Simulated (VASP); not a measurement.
A run of VASP 6.6.1 is set up as follows.

INCAR

```
SYSTEM = ScGa3N2
PREC     = Accurate       ! precision mode
ENCUT    = 600            ! plane-wave cutoff, eV
EDIFF    = 1E-6           ! SCF threshold, eV
ISMEAR   = 0              ! smearing method
SIGMA    = 0.1            ! smearing width, eV
LREAL    = .False.        ! projectors in reciprocal space
LASPH    = .True.         ! aspherical terms in the spheres
NELM     = 60             ! most SCF steps
ALGO     = Normal         ! electronic algorithm
ISIF     = 3              ! what is computed and relaxed
LWAVE    = .False.        ! write WAVECAR
LCHARG   = .False.        ! write CHGCAR
GGA      = PE             ! functional
IBRION   = 2              ! ionic algorithm
NSW      = 90             ! ionic steps
EDIFFG   = -0.04          ! ionic threshold
```

Contents of KPOINTS:

```
regular mesh
0
Gamma
  6 6 4
  0 0 0
```

The input POSCAR:

```
ScGa3N2
1.0
    3.4121117900      0.0000000000      0.0000000000
    0.0000000000      3.4121117900      0.0000000000
    0.0000000000      0.0000000000      7.4138491000
Sc Ga N
1 3 2
Direct
    0.0000000000      0.0000000000      0.0000000000
    0.5000000000      0.0000000000      0.6250519800
    0.0000000000      0.5000000000      0.3749480200
    0.5000000000      0.5000000000      0.0000000000
    0.5000000000      0.0000000000      0.2626059900
    0.0000000000      0.5000000000      0.7373940100
```

Potentials or basis: VASP PAW PBE potentials, release 64 (Sc_sv, Ga_d, N).

Launch:

```console
$ cat potpaw_PBE.64/Sc_sv/POTCAR potpaw_PBE.64/Ga_d/POTCAR potpaw_PBE.64/N/POTCAR > POTCAR
$ mpirun -np 1 vasp_std > vasp.out
```

(1) What does it give for the space group after relaxing (to 0.1 Å)?

(2) What does it give for the relaxed cell?

(3) Predict the band gap on the k mesh.

Results:

(1) P-4m2 (No. 115).

(2) a = 4.062 Å, b = 4.062 Å, c = 5.707 Å, α = 90.00°, β = 90.00°, γ = 90.00°.

(3) zero (bands 30 and 31 overlap by 2.65 eV).

Caveat: a cell axis changed by over 15 % at a fixed basis, so the end point is rough.
